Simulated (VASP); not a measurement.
A run of VASP 6.6.1:

Contents of INCAR:

```
SYSTEM = InSb
ALGO = Normal
EDIFF = 1E-7
ENCUT = 520
GGA = PE
ISIF = 2
ISMEAR = 0
LASPH = .TRUE.
LCHARG = .TRUE.
LELF = .TRUE.
LREAL = .FALSE.
LVHAR = .TRUE.
LWAVE = .FALSE.
NBANDS = 16
NELM = 80
PREC = Accurate
SIGMA = 0.1
```

KPOINTS

```
k-points
0
G
  12 12 12
  0 0 0
```

File POSCAR:

```
InSb
1.0
    0.0000000000      3.0123631158      3.0123631158
    3.0123631158      0.0000000000      3.0123631158
    3.0123631158      3.0123631158      0.0000000000
In Sb
1 1
Direct
    0.0000000000      0.0000000000      0.0000000000
    0.5000000000      0.5000000000      0.5000000000
```

Potentials or basis: VASP PAW PBE potentials, release 64 (In_d, Sb).

Launch:

```console
$ cat potpaw_PBE.64/In_d/POTCAR potpaw_PBE.64/Sb/POTCAR > POTCAR
$ mpirun -np 1 vasp_std > vasp.out
```

Hardware: 1 thread of Intel Xeon 6975P-C (shared host).

Q: How long does it take, and how much memory?

A: Wall time 24 s on 1 thread of Intel Xeon 6975P-C, with other jobs on the host, peak memory 0.22 GiB. Counts: scf iterations 12, k points 72.
